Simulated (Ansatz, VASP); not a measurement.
MgO in VASP and in Ansatz

```
Mg O
1.0
     2.12694    2.12694    0.00000
    -2.12694    2.12694    0.00000
     0.00000    0.00000    4.25388
Mg O
2 2
Direct
  0.00000 0.00000 0.00000
  0.50000 0.50000 0.50000
  0.50000 0.50000 0.00000
  0.00000 0.00000 0.50000
```

Alike in both runs: task single point; functional PBE; k mesh 10 × 10 × 7; occupations fermi-dirac, width 0.02 eV; no spin polarisation.

|  | VASP | Ansatz |
| --- | --- | --- |
| version | VASP 6.6.1 | Ansatz 0.2.0 |
| potentials or method | VASP PAW PBE potentials, release 64 (Mg, O), cutoff 520 eV | all-electron LAPW, scalar-relativistic |

VASP gave:

| Item | Value |
| --- | --- |
| gap on the k mesh at the Fermi level (eV) | 4.44 |
| pressure (GPa) | -0.8 |

**Question.** Which values does Ansatz return?

**Answer.** gap on the k mesh at the Fermi level (eV): 4.46; pressure (GPa): 0.1.

Ansatz ran all-electron here, and VASP with PAW potentials.
